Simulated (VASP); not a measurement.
Set up this calculation in VASP 6.6.1, as the native input.

| Item | Value |
| --- | --- |
| Task | relaxation of cell and atoms |
| Functional | PBE |
| Potentials or basis | VASP PAW PBE potentials, release 64 (P) |
| Cutoff | 600 eV |
| k mesh | 17 × 17 × 16 |
| Occupations | fermi-dirac, width 0.05 eV |
| Spin | no spin polarisation |
| Target pressure | 15 GPa |
| Dipole correction | no |
| Further INCAR settings | ALGO = Normal; EDIFF = 1e-06; IBRION = 2; EDIFFG = -0.005; NSW = 32; ISIF = 3 |

The structure of P lies in POSCAR:

```
P
1.0
    2.5235573043      0.0000000000      0.0000000000
   -1.2617786522      2.1854647334      0.0000000000
    0.0000000000      0.0000000000      2.3585826246
P
1
Direct
    0.0000000000      0.0000000000      0.0000000000
```

The input as run:

INCAR

```
SYSTEM = P
ALGO = Normal
EDIFF = 1E-6
EDIFFG = -0.005
ENCUT = 600
GGA = PE
IBRION = 2
ISIF = 3
ISMEAR = -1
LASPH = .True.
LCHARG = .False.
LREAL = .False.
LWAVE = .False.
NELM = 60
NSW = 32
PREC = Accurate
PSTRESS = 150.0
SIGMA = 0.05
```

KPOINTS

```
k-points
0
Gamma
  17 17 16
  0 0 0
```

Potentials or basis: VASP PAW PBE potentials, release 64 (P).

Command:

```sh
$ cat potpaw_PBE.64/P/POTCAR > POTCAR
$ mpirun -np 1 vasp_std > vasp.out
```

It gave:

- Relaxed volume: 12.98 Å³/atom
- Relaxed cell: a = 2.522 Å, b = 2.522 Å, c = 2.357 Å, α = 90.00°, β = 90.00°, γ = 120.00°
- Space group after relaxing (to 0.05 Å): P6/mmm (No. 191)
- Energy change on relaxing (the enthalpy is what falls): +2.6 meV/atom
- Ionic steps: 3
- Pressure after relaxing: 15.0 GPa

Caveat: the cell is relaxed towards a set pressure, so the enthalpy falls and the energy may rise.

Run time: 26 s on 1 thread of Intel(R) Xeon(R) Platinum 8488C (Sapphire Rapids), with other jobs on the host, peak memory 0.13 GiB.
